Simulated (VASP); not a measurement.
# GaB3As4 (P3m1) in VASP: further runs, part 2 of 2

VASP 6.6.1. Earlier steps stand in the parts before.

**4. Relaxation of cell and atoms, PBE**

This run uses another cell than the first one, of 16.02 Å³/atom.

INCAR reads:

```
PREC = Accurate
ENCUT = 600
EDIFF = 1E-7
ISMEAR = 0
SIGMA = 0.1
LREAL = False
LASPH = True
NELM = 80
ALGO = Normal
ISIF = 3
LWAVE = False
LCHARG = False
GGA = PE
IBRION = 2
NSW = 100
EDIFFG = -0.01
```

KPOINTS reads:

```
regular mesh
0
Gamma
  12 12 4
```

POSCAR reads:

```
GaB3As4
1.0
    3.5245658417      0.0000000000      0.0000000000
   -1.7622829209      3.0523635563      0.0000000000
    0.0000000000      0.0000000000     11.9113189842
Ga B As
1 3 4
Direct
    0.6666666667      0.3333333333      0.2550436285
    0.3333333333      0.6666666667      0.5170855085
    0.3333333333      0.6666666667      0.9837974945
    0.6666666667      0.3333333333      0.7507952518
    0.3333333333      0.6666666667      0.1587633073
    0.3333333333      0.6666666667      0.6940498382
    0.6666666667      0.3333333333      0.4611576109
    0.6666666667      0.3333333333      0.9273073203
```

Potentials or basis: VASP PAW PBE potentials, release 64 (Ga_d, B, As).

Started as:

```bash
$ cat potpaw_PBE.64/Ga_d/POTCAR potpaw_PBE.64/B/POTCAR potpaw_PBE.64/As/POTCAR > POTCAR
$ mpirun -np 1 vasp_std > vasp.out
```

OUTCAR:

```text
PREC = Accurate
   ENCUT = 600
   EDIFF = 1E-7
   ISMEAR = 0
   LREAL = False
   LASPH = True
   NELM = 80
   ISIF = 3
   GGA = PE
   IBRION = 2
   NSW = 100
   EDIFFG = -0.01

 ion  position               nearest neighbor table
   1  0.667  0.333  0.255-   5 2.34   5 2.34   5 2.34   7 2.46
   2  0.333  0.667  0.517-   6 2.11   7 2.14   7 2.14   7 2.14
   3  0.333  0.667  0.984-   5 2.08   8 2.14   8 2.14   8 2.14
   4  0.667  0.333  0.751-   8 2.10   6 2.14   6 2.14   6 2.14
   5  0.333  0.667  0.159-   3 2.08   1 2.34   1 2.34   1 2.34
   6  0.333  0.667  0.694-   2 2.11   4 2.14   4 2.14   4 2.14
   7  0.667  0.333  0.461-   2 2.14   2 2.14   2 2.14   1 2.46
   8  0.667  0.333  0.927-   4 2.10   3 2.14   3 2.14   3 2.14

  LATTYP: Found a hexagonal cell.
 ALAT       =     3.5245658417
 C/A-ratio  =     3.3795138236

  Lattice vectors:

 A1 = (   3.5245658417,   0.0000000000,   0.0000000000)
 A2 = (  -1.7622829209,   3.0523635563,   0.0000000000)
 A3 = (   0.0000000000,   0.0000000000,  11.9113189842)

Analysis of symmetry for initial positions (statically):
=====================================================================
 Subroutine PRICEL returns:
 Original cell was already a primitive cell.

 Routine SETGRP: Setting up the symmetry group for a
 hexagonal supercell.

 Subroutine GETGRP returns: Found  6 space group operations
 (whereof  6 operations were pure point group operations)
 out of a pool of 24 trial point group operations.

The static configuration has the point symmetry C_3v.

Analysis of symmetry for dynamics (positions and initial velocities):
=====================================================================
 Subroutine PRICEL returns:
 Original cell was already a primitive cell.

 Routine SETGRP: Setting up the symmetry group for a
 hexagonal supercell.

 Subroutine GETGRP returns: Found  6 space group operations
[... 136 lines left out ...]
  volume/ion in A,a.u.               =      16.02       108.10
  Fermi-wavevector in a.u.,A,eV,Ry     =   1.128732  2.132993 17.334299  1.274035
  Thomas-Fermi vector in A             =   2.265423
   LORBIT       =      0    0 simple, 1 ext, 2 COOP (PROOUT), +10 PAW based schemes
   GGA     = PE    functional components
   LHFCALC =     F    Hartree Fock is set to
   AEXX    =    0.0000 exact exchange contribution
   IVDW    =     0    specifies the selected vdW correction
   LEPSILON=     F    determine dielectric tensor
   LRPA    =     F    only Hartree local field effects (RPA)
 conjugate gradient relaxation of ions
 non-spin polarized calculation
 Gauss-broadening in eV      SIGMA  =   0.10
  energy-cutoff  :      600.00
  volume of cell :      128.15
 maximum number of plane-waves:      4313
   NGX = 15   NGY = 15   NGZ = 47

--------------------------------------- Ionic step        1  -------------------------------------------

 number of electron      41.9999996 magnetization

 Free energy of the ion-electron system (eV)
  ---------------------------------------------------
  ext. energy  EPLUGINS =         0.00000000
  ---------------------------------------------------
  free energy    TOTEN  =       -41.08643599 eV

  energy without entropy =      -41.08045052  energy(sigma->0) =      -41.08344325

------------------------ aborting loop because EDIFF is reached ----------------------------------------

  FORCE on cell =-STRESS in cart. coord.  units (eV):
  Direction    XX          YY          ZZ          XY          YZ          ZX
  --------------------------------------------------------------------------------------
  -------------------------------------------------------------------------------------
  Total        0.2870444      0.2870444      0.3074243     -0.0000000      0.0000000      0.0000000
  in kB        3.5888720      3.5888720      3.8436784     -0.0000000      0.0000000      0.0000000
  external PRESSURE =       3.6738074 kB  Pullay stress =       0.0000000 kB
[... 281 lines left out ...]
--------------------------------------- Ionic step        8  -------------------------------------------

 number of electron      42.0000002 magnetization

 Free energy of the ion-electron system (eV)
  ---------------------------------------------------
  ext. energy  EPLUGINS =         0.00000000
  ---------------------------------------------------
  free energy    TOTEN  =       -41.08870650 eV

  energy without entropy =      -41.08363281  energy(sigma->0) =      -41.08616965

 E-fermi :   6.2877     XC(G=0): -10.2276

 val. band max:        6.2751690654   @ k =   0.3333   0.0000   0.5000
 cond. band min:       6.2944972803   @ k =   0.0000   0.4167   0.2500
 fundamental gap:      0.0193282149
 Fermi energy:         6.2876750186

 k-point     1 :       0.0000    0.0000    0.0000
  band No.  band energies     occupation
      1      -9.5327      2.00000
      2      -9.4550      2.00000
      3      -9.4550      2.00000
      4      -9.3544      2.00000
      5      -9.3544      2.00000
      6      -9.2746      2.00000
[... 685 lines left out ...]
     25       8.7136      0.00000
     26       8.9691      0.00000

 [... further k-points ...]
[... 5 lines left out ...]
  --------------------------------------------------------------------------------------
  -------------------------------------------------------------------------------------
  Total       -0.0175001     -0.0175001      0.0067818      0.0000000     -0.0000000      0.0000000
  in kB       -0.2177874     -0.2177874      0.0843986      0.0000000     -0.0000000      0.0000000
  external PRESSURE =      -0.1170588 kB  Pullay stress =       0.0000000 kB
[... 23 lines left out ...]
  FREE ENERGIE OF THE ION-ELECTRON SYSTEM (eV)
  ---------------------------------------------------
  free  energy   TOTEN  =       -41.0887065002 eV

  energy  without entropy=      -41.0836328056  energy(sigma->0) =      -41.08616965

 reached required accuracy - stopping structural energy minimisation
```

OSZICAR:

```text
N       E                     dE             d eps       ncg     rms          rms(c)
DAV:   1     0.314521669340E+03    0.31452E+03   -0.19905E+04  3618   0.196E+03
DAV:   2     0.523719426488E+01   -0.30928E+03   -0.30079E+03  3824   0.439E+02
DAV:   3    -0.406715901340E+02   -0.45909E+02   -0.44076E+02  4526   0.130E+02
[... 60 lines left out ...]
DAV:   2    -0.410887085963E+02   -0.73248E-05   -0.16539E-04  4880   0.988E-02    0.928E-03
DAV:   3    -0.410887072689E+02    0.13274E-05   -0.95343E-06  5036   0.258E-02    0.448E-03
DAV:   4    -0.410887067534E+02    0.51553E-06   -0.12491E-06  4658   0.729E-03    0.212E-03
DAV:   5    -0.410887065154E+02    0.23795E-06   -0.17747E-07  2732   0.405E-03    0.484E-04
DAV:   6    -0.410887065002E+02    0.15272E-07   -0.50049E-08  2188   0.194E-03
   8 F= -.41088707E+02 E0= -.41086170E+02  d E =-.347876E-04
```

Run time: 13 min. Hardware: 1 thread of AMD EPYC 9R45 (Zen 5), shared host; peak memory 0.43 GiB.

Results:

```
Free energy                           : -41.0887 eV
Relaxed volume                        : 16.09 Å³/atom
Relaxed cell                          : a = 3.532 Å, b = 3.532 Å, c = 11.916 Å, α = 90.00°, β = 90.00°, γ = 120.00°
Space group after relaxing (to 0.1 Å) : P3m1 (No. 156)
Energy gained by relaxing             : 0.3 meV/atom
Ionic steps                           : 8
Pressure after relaxing               : 0.0 GPa
Largest force after relaxing          : 0.009 eV/Å
Band gap on the k mesh                : zero (bands 21 and 22 overlap by 0.18 eV)
```

Forces on the atoms (eV/Å):
```
Ga   0.000  0.000 -0.002
B    0.000  0.000 -0.003
B    0.000  0.000 -0.004
B    0.000  0.000 -0.001
As   0.000  0.000  0.009
As   0.000  0.000  0.000
As   0.000  0.000  0.000
As   0.000  0.000  0.000
```

Step by step:
| step | energy change (eV) | largest force (eV/Å) | pressure (GPa) | volume (Å³) |
| --- | --- | --- | --- | --- |
| 1 | 0.0000 | 0.1376 | 0.37 | 128.15 |
| 2 | -0.0015 | 0.0611 | -0.15 | 128.83 |
| 3 | -0.0015 | 0.0566 | -0.10 | 128.78 |
| 4 | -0.0020 | 0.0361 | -0.03 | 128.74 |
| 5 | -0.0020 | 0.0479 | 0.01 | 128.72 |
| 6 | -0.0022 | 0.0173 | 0.01 | 128.72 |
| 7 | -0.0022 | 0.0229 | 0.01 | 128.72 |
| 8 | -0.0023 | 0.0095 | -0.01 | 128.74 |

Final structure:
```cif
data_structure
_symmetry_space_group_name_H-M 'P 1'
_symmetry_Int_Tables_number 1
_cell_length_a 3.5321
_cell_length_b 3.5321
_cell_length_c 11.9156
_cell_angle_alpha 90.000
_cell_angle_beta 90.000
_cell_angle_gamma 120.000
_cell_volume 128.74
loop_
_atom_site_label
_atom_site_type_symbol
_atom_site_fract_x
_atom_site_fract_y
_atom_site_fract_z
_atom_site_occupancy
Ga1 Ga 0.66667 0.33333 0.25420 1
B1 B 0.33333 0.66667 0.51670 1
B2 B 0.33333 0.66667 0.98442 1
B3 B 0.66667 0.33333 0.75093 1
As1 As 0.33333 0.66667 0.15963 1
As2 As 0.33333 0.66667 0.69396 1
As3 As 0.66667 0.33333 0.46031 1
As4 As 0.66667 0.33333 0.92785 1
```

Levels at points of the mesh, in eV from the Fermi level:
| k point | band 19 | band 20 | band 21 | band 22 | band 23 | band 24 |
| --- | --- | --- | --- | --- | --- | --- |
| (0.00, 0.00, 0.00) | -1.43 | 0.16 | 0.16 | 0.24 | 0.96 | 1.21 |
| (0.50, 0.00, 0.00) | -3.66 | -3.45 | -1.81 | 0.06 | 0.32 | 0.72 |
| (0.00, 0.00, 0.50) | -1.58 | 0.08 | 0.08 | 0.26 | 0.89 | 1.76 |
| (0.50, 0.00, 0.50) | -3.60 | -3.33 | -1.88 | 0.09 | 0.50 | 0.71 |

Caveat: semilocal functionals underestimate gaps, and a narrow one can read as zero.

**5. The runs side by side**

```csv
task,cell,k mesh,cutoff (eV),gap on the mesh (eV),pressure (GPa),largest force (eV/Å)
single point,"a = 3.635, b = 3.635, c = 11.989 Å, angles 90.0, 90.0, 120.0°, 8 atoms, atomic positions A",6 × 6 × 2,520,0.96,-2.7,3.77
single point,"a = 3.528, b = 3.528, c = 11.903 Å, angles 90.0, 90.0, 120.0°, 8 atoms, atomic positions B",12 × 12 × 4,520,none,0.4,0.02
relaxation of cell and atoms,"relaxed from a = 3.525, b = 3.525, c = 11.911 Å, angles 90.0, 90.0, 120.0°, 8 atoms, atomic positions C",12 × 12 × 4,600,none,0.0,0.01
```

Alike in all rows: level PBE; potentials or basis VASP PAW PBE potentials, release 64 (Ga_d, B, As); no spin polarisation; smearing gaussian 0.1 eV.

Caveats: semilocal functionals underestimate gaps, and a narrow one can read as zero (at least some runs); forces of over 1 eV/Å act on the atoms, so gaps and moduli don't describe the material at rest (at least some runs).

Absolute energies hang on the potentials; compare differences alone.
